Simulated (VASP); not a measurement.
Wanted: the native input for a VASP 6.6.1 run.

- Task: single point
- Functional: PBE
- Potentials or basis: VASP PAW PBE potentials, release 64 (Zn, S)
- Cutoff: 520 eV
- k mesh: 8 × 8 × 3
- Occupations: gaussian, width 0.05 eV
- Spin: no spin polarisation
- Dipole correction: no
- Further INCAR settings: ALGO = Normal; EDIFF = 1e-07; NBANDS = 46

The structure of ZnS lies in POSCAR:

```
ZnS
1.0
   -3.8109987816      0.0000000000      0.0000000000
   -1.9054993908     -3.3004217586      0.0000000000
   -4.2873736293     -2.4753163190     12.4680000000
Zn S
4 4
Direct
   -0.1569791667     -0.1569791667      0.6537500000
    0.2180208333      0.2180208333      0.1537500000
   -0.0111458333     -0.0111458333      0.9037500000
    0.3638541667      0.3638541667      0.4037500000
   -0.3013541667     -0.3013541667      0.8462500000
    0.0736458333      0.0736458333      0.3462500000
    0.5944791667      0.5944791667      0.0962500000
    0.2194791667      0.2194791667      0.5962500000
```

One way to write it, as run:

INCAR

```
PREC = Accurate ; ENCUT = 520
EDIFF = 1E-7 ; ISMEAR = 0
SIGMA = 0.05 ; LREAL = F
LASPH = T ; NELM = 80
ALGO = Normal ; ISIF = 2
LWAVE = F ; LCHARG = F
GGA = PE ; NBANDS = 46
```

KPOINTS

```
regular mesh
0
Gamma
  8 8 3
```

Potentials or basis: VASP PAW PBE potentials, release 64 (Zn, S).

The run is started by

```console
$ cat potpaw_PBE.64/Zn/POTCAR potpaw_PBE.64/S/POTCAR > POTCAR
$ mpirun -np 1 vasp_std > vasp.out
```

Results of the run:

The pressure is 2.4 GPa. The largest force is 0.722 eV/Å and the band gap on the k mesh is 1.43 eV, direct.

It took 15 min on 1 thread of Oxide Virtual Turin-like Processor, with other jobs on the host, peak memory 0.43 GiB.
